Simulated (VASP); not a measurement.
A run of VASP 6.6.1 is set up as follows.

Contents of POSCAR:

```
GaSb
1.0
    0.0000000000      3.0965083542      3.0965083542
    3.0965083542      0.0000000000      3.0965083542
    3.0965083542      3.0965083542      0.0000000000
Ga Sb
1 1
Direct
    0.0000000000      0.0000000000      0.0000000000
    0.2500000000      0.2500000000      0.2500000000
```

INCAR.step1

```
PREC = Accurate
ENCUT = 520
ISMEAR = 0
SIGMA = 0.02
LREAL = False
LASPH = True
NELM = 80
NBANDS = 16
GGA = PE
ALGO = Normal
EDIFF = 1E-4
LWAVE = True
LCHARG = False
```

Contents of INCAR.step2:

```
PREC = Accurate
ENCUT = 520
EDIFF = 1E-6
ISMEAR = 0
SIGMA = 0.02
LREAL = False
LASPH = True
NELM = 80
ALGO = Normal
ISIF = 2
LWAVE = False
LCHARG = False
METAGGA = R2SCAN
LMIXTAU = True
NBANDS = 16
ISTART = 1
```

The input KPOINTS:

```
Automatic mesh
0
Gamma
  10 10 10
```

Potentials or basis: VASP PAW PBE potentials, release 64 (Ga_d, Sb).

Run with:

```sh
$ cat potpaw_PBE.64/Ga_d/POTCAR potpaw_PBE.64/Sb/POTCAR > POTCAR
$ cp INCAR.step1 INCAR
$ mpirun -np 1 vasp_std > vasp.out
$ cp INCAR.step2 INCAR
$ mpirun -np 1 vasp_std > vasp.out
```

(1) Estimate the band gap on the k mesh.

(2) Estimate the pressure.

Results:

(1) 0.17 eV, direct.

(2) -1.4 GPa.

Caveat: the PAW data sets were made with another functional, which shifts forces and pressure a little; spin-orbit coupling is left out, which moves the levels of the heavy elements.
